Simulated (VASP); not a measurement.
# Se (P3_121) in VASP: notebook, part 2 of 3

VASP 6.6.1. Earlier steps stand in the parts before.

## (3) Electric field gradients, PBEsol (volume scaled by 0.99)

File INCAR:

```
SYSTEM = Se
PREC = Accurate
ENCUT = 520
EDIFF = 1E-8
ISMEAR = -1
SIGMA = 0.03
LREAL = .FALSE.
LASPH = .TRUE.
NELM = 80
ALGO = Normal
ISIF = 2
LWAVE = .FALSE.
LCHARG = .FALSE.
GGA = PS
LEFG = .TRUE.
NBANDS = 16
```

File KPOINTS:

```
regular mesh
0
G
  6 6 5
  0 0 0
```

File POSCAR:

```
Se
1.0
    4.3515971644      0.0000000000      0.0000000000
   -2.1757985822      3.7685936915      0.0000000000
    0.0000000000      0.0000000000      4.9370326522
Se
3
Direct
    0.2254000000      0.0000000000      0.3333333333
    0.0000000000      0.2254000000      0.6666666667
    0.7746000000      0.7746000000      0.0000000000
```

Potentials or basis: VASP PAW PBE potentials, release 64 (Se).

On the command line:

```sh
$ cat potpaw_PBE.64/Se/POTCAR > POTCAR
$ mpirun -np 1 vasp_std > vasp.out
```

OUTCAR:

```text
SYSTEM = Se
   PREC = Accurate
   ENCUT = 520
   EDIFF = 1E-8
   ISMEAR = -1
   LREAL = .FALSE.
   LASPH = .TRUE.
   NELM = 80
   ISIF = 2
   GGA = PS

 ion  position               nearest neighbor table
   1  0.225  0.000  0.333-   3 2.37   2 2.37
   2  0.000  0.225  0.667-   3 2.37   1 2.37
   3  0.775  0.775  0.000-   1 2.37   2 2.37

  LATTYP: Found a hexagonal cell.
 ALAT       =     4.3515971644
 C/A-ratio  =     1.1345334749

  Lattice vectors:

 A1 = (   4.3515971644,   0.0000000000,   0.0000000000)
 A2 = (  -2.1757985822,   3.7685936915,   0.0000000000)
 A3 = (   0.0000000000,   0.0000000000,   4.9370326522)

Analysis of symmetry for initial positions (statically):
=====================================================================
 Subroutine PRICEL returns:
 Original cell was already a primitive cell.

 Routine SETGRP: Setting up the symmetry group for a
 hexagonal supercell.

 Subroutine GETGRP returns: Found  6 space group operations
 (whereof  2 operations were pure point group operations)
 out of a pool of 24 trial point group operations.

The static configuration has the point symmetry C_2 .
 The point group associated with its full space group is D_3 .

Analysis of symmetry for dynamics (positions and initial velocities):
=====================================================================
 Subroutine PRICEL returns:
 Original cell was already a primitive cell.

 Routine SETGRP: Setting up the symmetry group for a
 hexagonal supercell.

 Subroutine GETGRP returns: Found  6 space group operations
 (whereof  2 operations were pure point group operations)
 out of a pool of 24 trial point group operations.

The dynamic configuration has the point symmetry C_2 .
 The point group associated with its full space group is D_3 .

 Subroutine INISYM returns: Found  6 space group operations
 (whereof  2 operations are pure point group operations),
 and found     1 'primitive' translations

----------------------------------------------------------------------------------------

                                     Primitive cell

  volume of cell :      80.9644

  direct lattice vectors                    reciprocal lattice vectors
     4.351597164  0.000000000  0.000000000     0.229800683  0.132675486  0.000000000
    -2.175798582  3.768593692  0.000000000     0.000000000  0.265350972  0.000000000
     0.000000000  0.000000000  4.937032652     0.000000000  0.000000000  0.202550818

  length of vectors
     4.351597164  4.351597164  4.937032652     0.265350972  0.265350972  0.202550818

  position of ions in fractional coordinates (direct lattice)
     0.225400000  0.000000000  0.333333333
     0.000000000  0.225400000  0.666666667
     0.774600000  0.774600000  0.000000000

  ion indices of the primitive-cell ions
   primitive index   ion index
                 1           1
                 2           2
                 3           3

[... 76 lines left out ...]
   NFREE  =      0    steps in history (QN), initial steepest desc. (CG)
   ISIF   =      2    stress and relaxation
   ISYM   =      2    0-nonsym 1-usesym 2-fastsym
   POTIM  = 0.5000    time-step for ionic-motion
   TEBEG  =    0.0;   TEEND  =   0.0 temperature during run
   PSTRESS=    0.0 pullay stress
   NELECT =      18.0000    total number of electrons
   NUPDOWN=      -1.0000    fix difference up-down
   EMIN   =  10.00;   EMAX   =-10.00  energy-range for DOS
   EFERMI =   0.00;   METHOD = LEGACY
   ISMEAR =    -1;   SIGMA  =   0.03  broadening in eV -4-tet -1-fermi 0-gaus
   EFERMI_NEDOS =   21; number of points for ismear=-14 and -15
   IALGO  =     38    algorithm
   IMIX   =      4    mixing-type and parameters
     AMIX     =   0.40;   BMIX     =  1.00
     AMIX_MAG =   1.60;   BMIX_MAG =  1.00
  volume/ion in A,a.u.               =      26.99       182.12
  Fermi-wavevector in a.u.,A,eV,Ry     =   0.991747  1.874131 13.382181  0.983563
  Thomas-Fermi vector in A             =   2.123510
   LORBIT       =      0    0 simple, 1 ext, 2 COOP (PROOUT), +10 PAW based schemes
   GGA     = PS    functional components
   LHFCALC =     F    Hartree Fock is set to
   AEXX    =    0.0000 exact exchange contribution
   IVDW    =     0    specifies the selected vdW correction
   LEPSILON=     F    determine dielectric tensor
   LRPA    =     F    only Hartree local field effects (RPA)
 non-spin polarized calculation
  energy-cutoff  :      520.00
  volume of cell :       80.96
 maximum number of plane-waves:      2198
   NGX = 17   NGY = 17   NGZ = 19

 number of electron      18.0000001 magnetization

 Free energy of the ion-electron system (eV)
  ---------------------------------------------------
  ext. energy  EPLUGINS =         0.00000000
  ---------------------------------------------------
  free energy    TOTEN  =       -11.48256069 eV

  energy without entropy =      -11.48256069  energy(sigma->0) =      -11.48256069

 E-fermi :   3.1950     XC(G=0):  -9.0798

 val. band max:        2.5720649905   @ k =  -0.1667   0.5000   0.4000
 cond. band min:       3.7977227267   @ k =   0.0000   0.0000   0.4000
 fundamental gap:      1.2256577362
 Fermi energy:         3.1949541655

 k-point     1 :       0.0000    0.0000    0.0000
  band No.  band energies     occupation
      1     -13.2862      2.00000
      2      -9.0945      2.00000
      3      -9.0945      2.00000
      4      -1.2083      2.00000
      5      -1.2083      2.00000
      6      -1.1653      2.00000
[... 433 lines left out ...]
      3      -7.5635      2.00000
      4      -2.7606      2.00000
      5      -1.8654      2.00000
      6      -1.2506      2.00000
[... 8 lines left out ...]
     15      10.5185      0.00000
     16      10.9049      0.00000

 [... further k-points ...]
[... 5 lines left out ...]
  --------------------------------------------------------------------------------------
  -------------------------------------------------------------------------------------
  Total        0.1675775      0.1675775      1.1206754     -0.0000000      0.0000000     -0.0000000
  in kB        3.3161356      3.3161356     22.1766751     -0.0000000      0.0000000     -0.0000000
  external PRESSURE =       9.6029821 kB  Pullay stress =       0.0000000 kB

 VOLUME and BASIS-vectors are now :
 -----------------------------------------------------------------------------
  energy-cutoff  :      520.00
  volume of cell :       80.96
      direct lattice vectors                 reciprocal lattice vectors
     4.351597164  0.000000000  0.000000000     0.229800683  0.132675486  0.000000000
    -2.175798582  3.768593692  0.000000000     0.000000000  0.265350972  0.000000000
     0.000000000  0.000000000  4.937032652     0.000000000  0.000000000  0.202550818

 POSITION                                       TOTAL-FORCE (eV/Angst)
 -----------------------------------------------------------------------------------
      0.98085      0.00000      1.64568         0.439062      0.000000     -0.000000
     -0.49043      0.84944      3.29136        -0.219531      0.380239      0.000000
      1.68537      2.91915      0.00000        -0.219531     -0.380239      0.000000
 -----------------------------------------------------------------------------------
    total drift:                               -0.000000     -0.000000      0.000000

  FREE ENERGIE OF THE ION-ELECTRON SYSTEM (eV)
  ---------------------------------------------------
  free  energy   TOTEN  =       -11.4825606906 eV

  energy  without entropy=      -11.4825606905  energy(sigma->0) =      -11.48256069

 Electric field gradients (V/A^2)
---------------------------------------------------------------------
 ion       V_xx      V_yy      V_zz      V_xy      V_xz      V_yz
---------------------------------------------------------------------
   1     160.639  -329.086   168.447    -0.000     0.000   321.350
   2    -206.654    38.207   168.447  -212.057  -278.297  -160.675
   3    -206.654    38.208   168.447   212.057   278.297  -160.675
---------------------------------------------------------------------

 Electric field gradients after diagonalization (V/A^2)
 (convention: |V_zz| > |V_xx| > |V_yy|)
----------------------------------------------------------------------
 ion       V_xx      V_yy      V_zz     asymmetry (V_yy - V_xx)/ V_zz
----------------------------------------------------------------------
   1     326.068   160.639  -486.707       0.340
   2     326.068   160.639  -486.707       0.340
   3     326.068   160.638  -486.706       0.340
----------------------------------------------------------------------

           NMR quadrupolar parameters

 Cq : quadrupolar parameter    Cq=e*Q*V_zz/h
 eta: asymmetry parameters     (V_yy - V_xx)/ V_zz
 Q  : nuclear electric quadrupole moment in mb (millibarn)
----------------------------------------------------------------------
 ion       Cq(MHz)       eta       Q (mb)
----------------------------------------------------------------------
   1      -1.177       0.340       1.000
   2      -1.177       0.340       1.000
   3      -1.177       0.340       1.000
----------------------------------------------------------------------
```

OSZICAR:

```text
N       E                     dE             d eps       ncg     rms          rms(c)
DAV:   1     0.801848522103E+02    0.80185E+02   -0.71934E+03   864   0.935E+02
DAV:   2    -0.626697726995E+01   -0.86452E+02   -0.81410E+02  1152   0.152E+02
DAV:   3    -0.115466029555E+02   -0.52796E+01   -0.52590E+01  1088   0.433E+01
DAV:   4    -0.115828898661E+02   -0.36287E-01   -0.36283E-01  1152   0.420E+00
DAV:   5    -0.115831408926E+02   -0.25103E-03   -0.25102E-03  1104   0.347E-01    0.717E+00
DAV:   6    -0.115112926735E+02    0.71848E-01   -0.35152E-02  1120   0.115E+00    0.441E+00
DAV:   7    -0.114832730788E+02    0.28020E-01   -0.71342E-02  1032   0.159E+00    0.192E-01
DAV:   8    -0.114824918372E+02    0.78124E-03   -0.83232E-03   984   0.553E-01    0.881E-02
DAV:   9    -0.114825466066E+02   -0.54769E-04   -0.24776E-04  1192   0.101E-01    0.289E-02
DAV:  10    -0.114825596742E+02   -0.13068E-04   -0.25169E-05  1048   0.328E-02    0.599E-03
DAV:  11    -0.114825608549E+02   -0.11807E-05   -0.47387E-06  1136   0.128E-02    0.336E-03
DAV:  12    -0.114825607071E+02    0.14784E-06   -0.10137E-06  1112   0.625E-03    0.792E-04
DAV:  13    -0.114825606947E+02    0.12367E-07   -0.15593E-07  1112   0.219E-03    0.324E-04
DAV:  14    -0.114825606906E+02    0.40571E-08   -0.13486E-08   920   0.714E-04
   1 F= -.11482561E+02 E0= -.11482561E+02  d E =-.118919E-09
```

stdout:

```text
POSCAR found type information on POSCAR Se
 POSCAR found :  1 types and       3 ions
 scaLAPACK will be used
 -----------------------------------------------------------------------------
|                                                                             |
|                                                                             |
|     You enforced a specific xc type in the INCAR file but a different       |
|     I HOPE YOU KNOW WHAT YOU ARE DOING!                                     |
|                                                                             |
 -----------------------------------------------------------------------------

 LDA part: xc-table for (Slater+PW92), standard interpolation
 POSCAR, INCAR and KPOINTS ok, starting setup
 FFT: planning ... GRIDC
 FFT: planning ... GRID_SOFT
 FFT: planning ... GRID
 WAVECAR not read
 entering main loop
ion   1

ion   2
     0.0000499     4.0175644     2.9487884    -2.6149125     5.1074514     2.3195419
     0.0000687     4.0175644     2.9487884    -2.6149125     5.1074514     2.3195419
     0.0000946     4.0175644     2.9487884    -2.6149124     5.1074513     2.3195419
     0.0001302     4.0175643     2.9487883    -2.6149124     5.1074512     2.3195418
[... 12 lines left out ...]
     0.0000499  -194.1261270   146.9809938  -133.3850421  -254.5785490   112.0787717
     0.0000687  -194.1213977   146.9774074  -133.3817885  -254.5723371   112.0760412
     0.0000946  -194.1137306   146.9715934  -133.3765144  -254.5622670   112.0716145
     0.0001302  -194.1013626   146.9622151  -133.3680077  -254.5460234   112.0644739
```

Wall time 28 s (1 thread of Intel Xeon Platinum 8375C at 2.90GHz (Ice Lake), shared host); peak memory 0.19 GiB.

What came out:

| Item | Value |
| --- | --- |
| Free energy | -11.4826 eV |
| Pressure | 1.0 GPa |
| Largest force | 0.439 eV/Å |
| Band gap on the k mesh | 1.23 eV, indirect (least direct gap 1.48 eV) |

Forces on the atoms (eV/Å):
```
Se   0.439  0.000  0.000
Se  -0.220  0.380  0.000
Se  -0.220 -0.380  0.000
```

Electric field gradients, principal values (V/Å²):
```tsv
atom	least	middle	greatest (by size)
1 Se	160.639	326.068	-486.707
2 Se	160.639	326.068	-486.707
3 Se	160.638	326.068	-486.706
```

Caveat: without QUAD_EFG the Cq values of the log hold for a quadrupole moment of 1 mb, not for the nuclei; the PAW data sets were made with another functional, which shifts forces and pressure a little. A k mesh can miss the band edges.

(Continued in part 3 of 3.)
